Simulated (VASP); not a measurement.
# Co (Fm-3m) in VASP: single point with HSE06

Aim: the single point of Co with HSE06.

All numbers are computed with VASP 6.6.1; they aren't measurements. Logs are shortened: lines on timing, memory, paths and dates and some standing lists are left out, and cuts for length are marked.

### Step 1. The cell of the first run

It takes space group Fm-3m (No. 225, cubic). The conventional cell has a = 3.427 Å, b = 3.427 Å, c = 3.427 Å, α = 90.00°, β = 90.00°, γ = 90.00°. Co (site symmetry m-3m) has 12 Co at 2.42 Å within 3.2 Å.

This isn't the form of Co at room conditions, which is hcp.

### Step 2. Single point, HSE06

POSCAR reads:

```
Co
1.0
    0.0000000000      1.7134224700      1.7134224700
    1.7134224700      0.0000000000      1.7134224700
    1.7134224700      1.7134224700      0.0000000000
Co
1
Direct
    0.0000000000      0.0000000000      0.0000000000
```

INCAR.step1 reads:

```
SYSTEM = Co
PREC = Accurate
ENCUT = 510
EDIFF = 1E-5
ISMEAR = -1
SIGMA = 0.1
LREAL = .False.
LASPH = .True.
NELM = 120
ALGO = Normal
ISIF = 2
LWAVE = .True.
LCHARG = .False.
NBANDS = 14
GGA = PE
GGA_COMPAT = .False.
```

INCAR.step2 reads:

```
SYSTEM = Co
PREC = Accurate
ENCUT = 510
EDIFF = 1E-6
ISMEAR = -1
SIGMA = 0.1
LREAL = .False.
LASPH = .True.
NELM = 120
ALGO = Normal
ISIF = 2
LWAVE = .False.
LCHARG = .False.
GGA = PE
LHFCALC = .True.
HFSCREEN = 0.2079
PRECFOCK = Normal
NBANDS = 14
ISTART = 1
GGA_COMPAT = .False.
```

KPOINTS reads:

```
Automatic mesh
0
Gamma
  6 6 6
  0 0 0
```

Potentials or basis: VASP PAW PBE potentials, release 64 (Co_sv).

The run is started by

```sh
cat potpaw_PBE.64/Co_sv/POTCAR > POTCAR
cp INCAR.step1 INCAR
mpirun -np 1 vasp_std > vasp.out
cp INCAR.step2 INCAR
mpirun -np 1 vasp_std > vasp.out
```

OUTCAR:

```text
SYSTEM = Co
   PREC = Accurate
   ENCUT = 510
   EDIFF = 1E-6
   ISMEAR = -1
   LREAL = .False.
   LASPH = .True.
   NELM = 120
   ISIF = 2
   GGA = PE
   LHFCALC = .True.
   HFSCREEN = 0.2079
   PRECFOCK = Normal
   ISTART = 1

 ion  position               nearest neighbor table
   1  0.000  0.000  0.000-

  LATTYP: Found a face centered cubic cell.
 ALAT       =     3.4268449400

  Lattice vectors:

 A1 = (   0.0000000000,   1.7134224700,   1.7134224700)
 A2 = (   1.7134224700,   0.0000000000,   1.7134224700)
 A3 = (   1.7134224700,   1.7134224700,   0.0000000000)

Analysis of symmetry for initial positions (statically):
=====================================================================
 Subroutine PRICEL returns:
 Original cell was already a primitive cell.

 Routine SETGRP: Setting up the symmetry group for a
 face centered cubic supercell.

 Subroutine GETGRP returns: Found 48 space group operations
 (whereof 48 operations were pure point group operations)
 out of a pool of 48 trial point group operations.

The static configuration has the point symmetry O_h .

Analysis of symmetry for dynamics (positions and initial velocities):
=====================================================================
 Subroutine PRICEL returns:
 Original cell was already a primitive cell.

 Routine SETGRP: Setting up the symmetry group for a
 face centered cubic supercell.

 Subroutine GETGRP returns: Found 48 space group operations
 (whereof 48 operations were pure point group operations)
 out of a pool of 48 trial point group operations.

The dynamic configuration has the point symmetry O_h .

 Subroutine INISYM returns: Found 48 space group operations
 (whereof 48 operations are pure point group operations),
 and found     1 'primitive' translations

----------------------------------------------------------------------------------------

                                     Primitive cell

  volume of cell :      10.0606

  direct lattice vectors                    reciprocal lattice vectors
     0.000000000  1.713422470  1.713422470    -0.291813612  0.291813612  0.291813612
     1.713422470  0.000000000  1.713422470     0.291813612 -0.291813612  0.291813612
     1.713422470  1.713422470  0.000000000     0.291813612  0.291813612 -0.291813612

  length of vectors
     2.423145295  2.423145295  2.423145295     0.505436002  0.505436002  0.505436002

  position of ions in fractional coordinates (direct lattice)
     0.000000000  0.000000000  0.000000000

  ion indices of the primitive-cell ions
   primitive index   ion index
                 1           1

----------------------------------------------------------------------------------------

 KPOINTS: Automatic mesh

Automatic generation of k-mesh.
 Grid dimensions read from file:
 generate k-points for:    6    6    6

 Generating k-lattice:

  Cartesian coordinates                     Fractional coordinates (reciprocal lattice)
    -0.048635602  0.048635602  0.048635602     0.166666667  0.000000000  0.000000000
     0.048635602 -0.048635602  0.048635602     0.000000000  0.166666667  0.000000000
     0.048635602  0.048635602 -0.048635602     0.000000000  0.000000000  0.166666667

  Length of vectors
     0.084239334  0.084239334  0.084239334

  Shift w.r.t. Gamma in fractional coordinates (k-lattice)
     0.000000000  0.000000000  0.000000000

 Subroutine IBZKPT returns following result:
 ===========================================

 Found     16 irreducible k-points:

 Following reciprocal coordinates:
            Coordinates               Weight
  0.000000  0.000000  0.000000      1.000000
  0.166667  0.000000  0.000000      8.000000
  0.333333  0.000000  0.000000      8.000000
  0.500000  0.000000  0.000000      4.000000
  0.166667  0.166667  0.000000      6.000000
  0.333333  0.166667  0.000000     24.000000
[... 8 lines left out ...]
 -0.333333  0.333333  0.166667     24.000000
 -0.333333  0.500000  0.166667     12.000000
   k-points           NKPTS =     16   k-points in BZ     NKDIM =    216   number of bands    NBANDS=     14
   number of dos      NEDOS =    301   number of ions     NIONS =      1
   total plane-waves  NPLWV =   5832
   dimension x,y,z NGX =    18 NGY =   18 NGZ =   18
   dimension x,y,z NGXF=    36 NGYF=   36 NGZF=   36
   ions per type =               1
   NGX,Y,Z   is equivalent  to a cutoff of  12.35, 12.35, 12.35 a.u.
   NGXF,Y,Z  is equivalent  to a cutoff of  24.70, 24.70, 24.70 a.u.
 SYSTEM =  Co
   PREC   = accura    normal or accurate (medium, high low for compatibility)
   ISTART =      1    job   : 0-new  1-cont  2-samecut
   ICHARG =      0    charge: 1-file 2-atom 10-const
   ISPIN  =      1    spin polarized calculation?
   LNONCOLLINEAR =      F non collinear calculations
   LSORBIT =      F    spin-orbit coupling
   LASPH  =      T    aspherical Exc in radial PAW
   ENCUT  =  510.0 eV  37.48 Ry    6.12 a.u.   4.46  4.46  4.46*2*pi/ulx,y,z
   NELM   =    120;   NELMIN=  2; NELMDL=  0     # of ELM steps
   EDIFF  = 0.1E-05   stopping-criterion for ELM
   LREAL  =      F    real-space projection
   EDIFFG = 0.1E-04   stopping-criterion for IOM
   NSW    =      0    number of steps for IOM
   IBRION =     -1    ionic relax: 0-MD 1-quasi-New 2-CG
   NFREE  =      0    steps in history (QN), initial steepest desc. (CG)
   ISIF   =      2    stress and relaxation
   ISYM   =      3    0-nonsym 1-usesym 2-fastsym
   POTIM  = 0.5000    time-step for ionic-motion
   TEBEG  =    0.0;   TEEND  =   0.0 temperature during run
   PSTRESS=    0.0 pullay stress
   NELECT =      17.0000    total number of electrons
   NUPDOWN=      -1.0000    fix difference up-down
   EMIN   =  10.00;   EMAX   =-10.00  energy-range for DOS
   EFERMI =   0.00;   METHOD = LEGACY
   ISMEAR =    -1;   SIGMA  =   0.10  broadening in eV -4-tet -1-fermi 0-gaus
   EFERMI_NEDOS =   21; number of points for ismear=-14 and -15
   IALGO  =     38    algorithm
   IMIX   =      1    mixing-type and parameters
     AMIX     =   0.40;   BMIX     =  1.00
     AMIX_MAG =   1.60;   BMIX_MAG =  1.00
  volume/ion in A,a.u.               =      10.06        67.89
  Fermi-wavevector in a.u.,A,eV,Ry     =   1.949919  3.684814 51.731882  3.802186
  Thomas-Fermi vector in A             =   2.977572
   LORBIT       =      0    0 simple, 1 ext, 2 COOP (PROOUT), +10 PAW based schemes
   GGA     = PE    functional components
   LHFCALC =     T    Hartree Fock is set to
   PRECFOCK=normal    Normal, Fast or Accurate (Low or Medium for compatibility)
   ENCUT4O =  -1.0   cutoff for four orbital integrals eV
   NKREDX  =     1    reduce k-point grid by
   NKREDY  =     1    reduce k-point grid by
   NKREDZ  =     1    reduce k-point grid by
   AEXX    =    0.2500 exact exchange contribution
   HFSCREEN=    0.2079 screening length (either q_TF or 0.3 A-1)
   HFSCREENC=   0.2079 screening length for correlation (either q_TF or 0.3 A-1)
   ENCUTFOCK=  -1.0 apply spherical cutoff to Coloumb kernel
   IVDW    =     0    specifies the selected vdW correction
   LEPSILON=     F    determine dielectric tensor
   LRPA    =     F    only Hartree local field effects (RPA)
 non-spin polarized calculation
  energy-cutoff  :      510.00
  volume of cell :       10.06
 maximum number of plane-waves:       274
 NGX is ok and might be reduce to    18
  NGX = 14; NGY = 14; NGZ = 14

 number of electron      16.9999975 magnetization

 Free energy of the ion-electron system (eV)
  ---------------------------------------------------
  ext. energy  EPLUGINS =         0.00000000
  ---------------------------------------------------
  free energy    TOTEN  =        -8.09472267 eV

  energy without entropy =       -8.03140562  energy(sigma->0) =       -8.06306415

 E-fermi :  12.5652     XC(G=0): -11.6356

 val. band max:       12.5590103429   @ k =  -0.1667   0.1667   0.0000
 cond. band min:      12.6605106138   @ k =   0.5000   0.0000   0.0000
 fundamental gap:      0.1015002710
 Fermi energy:        12.5651728838

 k-point     1 :       0.0000    0.0000    0.0000
  band No.  band energies     occupation
      1     -88.1237      2.00000
      2     -49.4568      2.00000
      3     -49.4568      2.00000
      4     -49.4568      2.00000
      5       2.4368      2.00000
      6      10.2550      2.00000
      7      10.2550      2.00000
      8      10.2550      2.00000
      9      10.7296      2.00000
     10      10.7296      2.00000
     11      37.5925      0.00000
     12      43.1258      0.00000
     13      43.1258      0.00000
     14      43.1258      0.00000

 k-point     2 :       0.1667    0.0000    0.0000
  band No.  band energies     occupation
      1     -88.1014      2.00000
      2     -49.5876      2.00000
      3     -49.4760      2.00000
      4     -49.4760      2.00000
      5       3.6988      2.00000
      6       9.9236      2.00000
      7      10.2814      2.00000
      8      10.2814      2.00000
      9      11.0117      2.00000
     10      11.0117      2.00000
     11      34.3113      0.00000
     12      38.8670      0.00000
     13      42.2708      0.00000
     14      42.2708      0.00000

 k-point     3 :       0.3333    0.0000    0.0000
  band No.  band energies     occupation
      1     -88.0565      2.00000
      2     -49.8428      2.00000
      3     -49.5120      2.00000
      4     -49.5120      2.00000
      5       6.2522      2.00000
      6       9.7480      2.00000
      7       9.7480      2.00000
      8      10.3253      2.00000
      9      12.3385      1.81215
     10      12.3385      1.81211
     11      26.2780      0.00000
     12      37.1867      0.00000
     13      41.3918      0.00000
     14      41.3918      0.00000
[... 188 lines left out ...]
 k-point    15 :      -0.3333    0.3333    0.1667
  band No.  band energies     occupation
      1     -88.0121      2.00000
      2     -49.8560      2.00000
      3     -49.7292      2.00000
      4     -49.6039      2.00000
      5       7.7709      2.00000
      6       8.6520      2.00000
      7       9.7331      2.00000
      8      10.5983      2.00000
      9      13.4909      0.00019
     10      19.5974      0.00000
     11      22.0602      0.00000
     12      28.8321      0.00000
     13      30.1765      0.00000
     14      42.9553      0.00000

 k-point    16 :      -0.3333    0.5000    0.1667
  band No.  band energies     occupation
      1     -88.0048      2.00000
      2     -49.8704      2.00000
      3     -49.7203      2.00000
      4     -49.6506      2.00000
      5       6.9825      2.00000
      6       8.3474      2.00000
      7      10.7539      2.00000
      8      11.0490      2.00000
      9      13.9759      0.00000
     10      20.1708      0.00000
     11      24.9332      0.00000
     12      25.7480      0.00000
     13      27.6681      0.00000
     14      41.5060      0.00000

------------------------ aborting loop because EDIFF is reached ----------------------------------------

  FORCE on cell =-STRESS in cart. coord.  units (eV):
  Direction    XX          YY          ZZ          XY          YZ          ZX
  --------------------------------------------------------------------------------------
  -------------------------------------------------------------------------------------
  Total       -0.2726260     -0.2726260     -0.2726260      0.0000000     -0.0000000     -0.0000000
  in kB      -43.4164657    -43.4164657    -43.4164657      0.0000000     -0.0000000     -0.0000000
  external PRESSURE =     -43.4164657 kB  Pullay stress =       0.0000000 kB

 VOLUME and BASIS-vectors are now :
 -----------------------------------------------------------------------------
  energy-cutoff  :      510.00
  volume of cell :       10.06
      direct lattice vectors                 reciprocal lattice vectors
     0.000000000  1.713422470  1.713422470    -0.291813612  0.291813612  0.291813612
     1.713422470  0.000000000  1.713422470     0.291813612 -0.291813612  0.291813612
     1.713422470  1.713422470  0.000000000     0.291813612  0.291813612 -0.291813612

 POSITION                                       TOTAL-FORCE (eV/Angst)
 -----------------------------------------------------------------------------------
      0.00000      0.00000      0.00000        -0.000000     -0.000000      0.000000
 -----------------------------------------------------------------------------------
    total drift:                               -0.000001     -0.000001      0.000001

  FREE ENERGIE OF THE ION-ELECTRON SYSTEM (eV)
  ---------------------------------------------------
  free  energy   TOTEN  =        -8.0947226750 eV

  energy  without entropy=       -8.0314056235  energy(sigma->0) =       -8.06306415
```

Run time: 9.5 min. Hardware: 1 thread of Intel Xeon Platinum 8259CL at 2.50GHz (Skylake/Cascade Lake), shared host; peak memory 0.21 GiB.

What came out:

- Free energy: -8.0947 eV
- Pressure: -4.3 GPa
- Band gap on the k mesh: zero (an odd number of electrons rules out a gap without spin polarisation)

Caveat: the k points lie up to 0.53 Å⁻¹ apart, too coarse for converged energies and pressures of a metal; the PAW data sets were made with another functional, which shifts forces and pressure a little; the run has no spin polarisation, though such a crystal can be magnetic.

The gap in the log of VASP goes by the Fermi energy; the results here count the filled bands.